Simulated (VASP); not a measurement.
Runs of VASP 6.6.1 on MnSb. The structure is that of space group P6_3/mmc (No. 194), or close to it. The cells are those of the table. 

```tsv
level	potentials or basis	U	cell	cutoff (eV)	smearing	gap on the mesh (eV)	pressure (GPa)	moment (μB)
BLYP+D3(BJ)	VASP PAW PBE potentials, release 64 (Sb, Mn_pv)	-	a = 4.014, b = 4.014, c = 5.501 Å, angles 90.0, 90.0, 120.0°, 4 atoms	520	fermi-dirac 0.05 eV	none	0.0	5.67
LDA+U	VASP PAW LDA potentials, release 64 (Sb, Mn_pv)	Mn d U = 1.0 eV	a = 4.150, b = 4.150, c = 5.780 Å, angles 90.0, 90.0, 120.0°, 4 atoms	520	fermi-dirac 0.05 eV	none	-7.7	(b)
PBE	VASP PAW PBE potentials, release 64 (Sb, Mn_pv)	-	a = 4.150, b = 4.150, c = 5.780 Å, angles 90.0, 90.0, 120.0°, 4 atoms	520	gaussian 0.018 eV	none	-3.4	6.68
LDA+U	VASP PAW LDA potentials, release 64 (Sb, Mn_pv)	Mn d U = 2.0 eV	a = 4.150, b = 4.150, c = 5.780 Å, angles 90.0, 90.0, 120.0°, 4 atoms	520	fermi-dirac 0.05 eV	none	(c)	(d)
PBE	VASP PAW PBE potentials, release 64 (Sb, Mn_pv)	-	a = 4.150, b = 4.150, c = 5.780 Å, angles 90.0, 90.0, 120.0°, 4 atoms	500	gaussian 0.03 eV	none	-3.4	6.68
PBEsol	VASP PAW PBE potentials, release 64 (Sb, Mn_pv)	-	a = 4.065, b = 4.065, c = 5.662 Å, angles 90.0, 90.0, 120.0°, 4 atoms	520	fermi-dirac 0.05 eV	none	-4.3	6.31
PBE+D3(BJ)	VASP PAW PBE potentials, release 64 (Sb, Mn_pv)	-	a = 4.013, b = 4.013, c = 5.485 Å, angles 90.0, 90.0, 120.0°, 4 atoms	520	fermi-dirac 0.05 eV	none	-0.1	5.89
PBEsol	VASP PAW PBE potentials, release 64 (Sb, Mn_pv)	-	a = 4.150, b = 4.150, c = 5.780 Å, angles 90.0, 90.0, 120.0°, 4 atoms	520	fermi-dirac 0.05 eV	none	-7.1	(a)
```

Alike in all rows: task single point; spin collinear, ferromagnetic start; k mesh 7 × 7 × 5.

Fill in the values left out.

(a) 6.69; (b) 6.98; (c) -4.6; (d) 7.43.

Caveats: spin-orbit coupling is left out, which moves the levels of the heavy elements; the run started ferromagnetic, and an antiferromagnetic order may lie lower in energy; the cell stands under tension (at least some runs); the PAW data sets were made with another functional, which shifts forces and pressure a little (at least some runs); the U is typed as a test and isn't derived for this compound (at least some runs); the dispersion term is far too large for a dense solid, which distorts pressure and volume (at least some runs).

A k mesh can miss the band edges, and the runs leave out spin-orbit coupling on Sb.

A gap of «none» marks levels without a gap at the run's occupations.
